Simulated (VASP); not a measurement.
TiO2, 24 atoms in the cell. It takes space group Pbca (No. 61, orthorhombic). The conventional cell has a = 5.149 Å, b = 9.194 Å, c = 5.459 Å, α = 90.00°, β = 90.00°, γ = 90.00°. Ti (site symmetry 1) has 6 O at 1.87 to 2.05 Å within 2.5 Å. Within 2.6 Å of O (site symmetry 1) lie 3 Ti at 1.92 to 2.05 Å and 1 O at 2.53 Å. O (site symmetry 1) has 3 Ti at 1.87 to 2.00 Å and 2 O at 2.50 to 2.53 Å within 2.6 Å. 

```yaml
Program: VASP 6.6.1
Task: single point
Functional: PBE
Dispersion: D3(BJ)
Potentials_or_basis: VASP PAW PBE potentials, release 64 (Ti_sv, O)
Cutoff: 600 eV
k_mesh: 4 × 2 × 4
Occupations: gaussian, width 0.1 eV
Spin: no spin polarisation
Dipole_correction: no
Further_INCAR_settings: ALGO = Normal; EDIFF = 1e-06; NBANDS = 114
```

Potentials or basis: VASP PAW PBE potentials, release 64 (Ti_sv, O).

Command:

```bash
$ cat potpaw_PBE.64/Ti_sv/POTCAR potpaw_PBE.64/O/POTCAR > POTCAR
$ mpirun -np 1 vasp_std > vasp.out
```

Hardware: 1 thread of Intel Xeon 8259CL (shared host).

Q: How long does it take, and how much memory?

A: Run time: 43 min on 1 thread of Intel Xeon 8259CL, with other jobs on the host, peak memory 0.69 GiB. Counts: scf iterations 19, k points 18.
